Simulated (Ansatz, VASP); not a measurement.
One calculation of Sr, two programs

File INCAR:

```
ALGO     = Normal         # electronic algorithm
EDIFF    = 1E-6           # SCF threshold, eV
ENCUT    = 520            # plane-wave cutoff, eV
ISIF     = 2              # what is computed and relaxed
ISMEAR   = -1             # smearing method
LASPH    = True           # aspherical terms in the spheres
LCHARG   = True           # write CHGCAR
LELF     = True           # ELF
LREAL    = False          # projectors in reciprocal space
LVHAR    = True         
LWAVE    = False          # write WAVECAR
NBANDS   = 17             # bands
NELM     = 100            # most SCF steps
PREC     = Accurate       # precision mode
SIGMA    = 0.1            # smearing width, eV
```

The input KPOINTS:

```
k-points
0
Gamma
  10 10 6
```

The input POSCAR:

```
Sr
1.0
    3.9908739151      0.0000000000      0.0000000000
   -1.9954369575      3.4561981938      0.0000000000
    0.0000000000      0.0000000000      6.5366734665
Sr
2
Direct
    0.3333333333      0.6666666667      0.2500000000
    0.6666666667      0.3333333333      0.7500000000
```

Input for Ansatz:

```yaml
crystal:
  lattice:
    - [3.9908739151, 0.0, 0.0]
    - [-1.9954369575, 3.4561981938, 0.0]
    - [0.0, 0.0, 6.5366734665]
  atoms:
    - { symbol: Sr, position: [0.3333333333, 0.6666666667, 0.25] }
    - { symbol: Sr, position: [0.6666666667, 0.3333333333, 0.75] }
hamiltonian:
  xc: lda
  pseudopotentials:
    kind: paw
    azcp:
      Sr: "pseudopotentials/Sr.paw.azcp"
basis:
  ecutwfc: 420
  fft_grid_basis: typed
kpoints:
  mp_grid: { grid: [10, 10, 6], shift: [0, 0, 0] }
magnetization:
  spin_polarized: false
scf:
  occupations: { method: fermi_dirac, width: 0.1 }
  lower_state_search: "off"
output:
  stress: true
```

Alike in both runs: task single point; functional LDA; k mesh 10 × 10 × 6; occupations fermi-dirac, width 0.1 eV; no spin polarisation.

|  | VASP | Ansatz |
| --- | --- | --- |
| version | VASP 6.6.1 | Ansatz 0.2.0 |
| potentials or method | VASP PAW LDA potentials, release 64 (Sr_sv), cutoff 520 eV | plane waves (420 eV) with PAW, scalar-relativistic |
| valence electrons in the cell | 20 | 20 |

```csv
,VASP,Ansatz,Ansatz less VASP
pressure (GPa),1.2,1.2,0.00
"traceless stress, the component that is largest in VASP (GPa)",0.10,0.10,-0.003
```

Ansatz warns that its potentials were made for another functional, while VASP's fit it. LDA's correlation is that of Perdew and Zunger in VASP and of Perdew and Wang (1992) in Ansatz.
